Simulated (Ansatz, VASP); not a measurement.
# One calculation of In, two programs

```
In
1.0
    -1.80722    1.80722    1.88253
     1.80722   -1.80722    1.88253
     1.80722    1.80722   -1.88253
In
1
Cartesian
  0.0000 0.0000 0.0000
```

Change from the starting cell: strain -0.040 along x and y, +0.000 along z, atoms carried along.

Alike in both runs: task single point; functional PBE; k mesh 18 × 18 × 18; occupations gaussian, width 0.15 eV; no spin polarisation.

```csv
,VASP,Ansatz
version,VASP 6.6.1,Ansatz 0.2.0
potentials or method,"VASP PAW PBE potentials, release 64 (In_d), cutoff 520 eV","scalar-relativistic, plane waves, PAW"
valence electrons in the cell,13,13
```

|  | VASP | Ansatz | Ansatz less VASP |
| --- | --- | --- | --- |
| gap on the k mesh at the Fermi level (eV) | none | none | - |
| pressure (GPa) | 5.6 | 5.7 | +0.08 |
| traceless stress, the component that is largest in VASP (GPa) | 0.14 | 0.14 | +0.002 |

A gap of «none» marks a metal or a gap that the smearing closes.
